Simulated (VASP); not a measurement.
# TaN: electric field gradients with PBEsol

The system is TaN.

```
Ta N
1.0
     0.00000    2.17900    2.17900
     2.17900    0.00000    2.17900
     2.17900    2.17900    0.00000
Ta N
1 1
Direct
  0.50000 0.50000 0.50000
  0.00000 0.00000 0.00000
```

* Program: VASP 6.6.1
* Task: electric field gradients
* Functional: PBEsol
* Potentials or basis: VASP PAW PBE potentials, release 64 (Ta_pv, N)
* Cutoff: 520 eV
* k mesh: 9 × 9 × 9
* Occupations: fermi-dirac, width 0.02 eV
* Spin: no spin polarisation
* Dipole correction: no
* Further INCAR settings: ALGO = Normal; EDIFF = 1e-08; NBANDS = 15

| Item | Value |
| --- | --- |
| Pressure | 5.4 GPa |
| Band gap on the k mesh | zero (band 8 reaches 11.31 eV, above the bottom of band 9 at 7.48 eV) |

Levels at points of the mesh, in eV from the Fermi level:
| k point | band 6 | band 7 | band 8 | band 9 | band 10 | band 11 |
| --- | --- | --- | --- | --- | --- | --- |
| (0.00, 0.00, 0.00) | -3.76 | -3.76 | -2.10 | -2.10 | -2.10 | 0.14 |

Wall time 6.2 s on 1 thread of Intel(R) Xeon(R) 6975P-C (Granite Rapids), on a shared host, peak memory 0.14 GiB.

Caveat: without QUAD_EFG the Cq values of the log hold for a quadrupole moment of 1 mb, not for the nuclei; the PAW data sets were made with another functional, which shifts forces and pressure a little; spin-orbit coupling is left out, which moves the levels of the heavy elements.
